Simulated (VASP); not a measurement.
Runs of VASP 6.6.1 on Fe. The structure is that of space group P6_3/mmc (No. 194), or close to it. The cells are those of the table. This isn't the form of Fe at room conditions, which is bcc.

```csv
cell,gap on the mesh (eV),pressure (GPa)
"a = 2.434, b = 2.434, c = 3.765 Å, angles 90.0, 90.0, 120.0°, 2 atoms",none,(a)
"a = 2.434, b = 2.434, c = 3.688 Å, angles 90.0, 90.0, 120.0°, 2 atoms",none,(b)
"a = 2.434, b = 2.434, c = 3.996 Å, angles 90.0, 90.0, 120.0°, 2 atoms",none,-12.9
"a = 2.434, b = 2.434, c = 3.957 Å, angles 90.0, 90.0, 120.0°, 2 atoms",none,-10.4
"a = 2.434, b = 2.434, c = 3.880 Å, angles 90.0, 90.0, 120.0°, 2 atoms",none,-4.7
```

Alike in all rows: task single point; level PBEsol; potentials or basis VASP PAW PBE potentials, release 64 (Fe); no spin polarisation; k mesh 24 × 24 × 12; cutoff (eV) 520; smearing gaussian 0.15 eV.

Problem. Fill in the values left out.

Solution. (a) 5.2; (b) 13.4.

Caveats: the PAW data sets were made with another functional, which shifts forces and pressure a little; the run has no spin polarisation, though such a crystal can be magnetic; the cell stands under tension (at least some runs); the cell stands under pressure (at least some runs).

A gap of «none» marks levels without a gap at the run's occupations.
